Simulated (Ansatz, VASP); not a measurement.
NaI in VASP and in Ansatz

```xyz
2
Lattice="0.0000 3.3011 3.2364 3.3011 0.0000 3.2364 3.3011 3.3011 0.0000" Properties=species:S:1:pos:R:3 pbc="T T T"
Na    0.0000    0.0000    0.0000
I     3.3011    3.3011    3.2364
```

Change from the starting cell: equal xx and yy strain of +2 %, crystal datasets.

Alike in both runs: task electric field gradients; functional LDA; k mesh 8 × 8 × 8; occupations fermi-dirac, width 0.02 eV; no spin polarisation.

|  | VASP | Ansatz |
| --- | --- | --- |
| version | VASP 6.6.1 | Ansatz 0.2.0 |
| potentials or method | VASP PAW LDA potentials, release 64 (Na_pv, I), cutoff 520 eV | all-electron PAW with datasets made for the crystal, scalar-relativistic |

VASP gave:

```
gap on the k mesh at the Fermi level (eV)                     : 3.24
pressure (GPa)                                                : -2.1
traceless stress, the component that is largest in VASP (GPa) : 0.20
size of Vzz on the site where it differs most (V/Å²)          : 3.0
```

Which values does Ansatz return?

gap on the k mesh at the Fermi level (eV): 3.23; pressure (GPa): -2.1; traceless stress, the component that is largest in VASP (GPa): 0.20; size of Vzz on the site where it differs most (V/Å²): 3.5.

LDA's correlation is that of Perdew and Zunger in VASP and of Perdew and Wang (1992) in Ansatz. Ansatz ran all-electron here, and VASP with PAW potentials.

Spin-orbit coupling is off throughout.
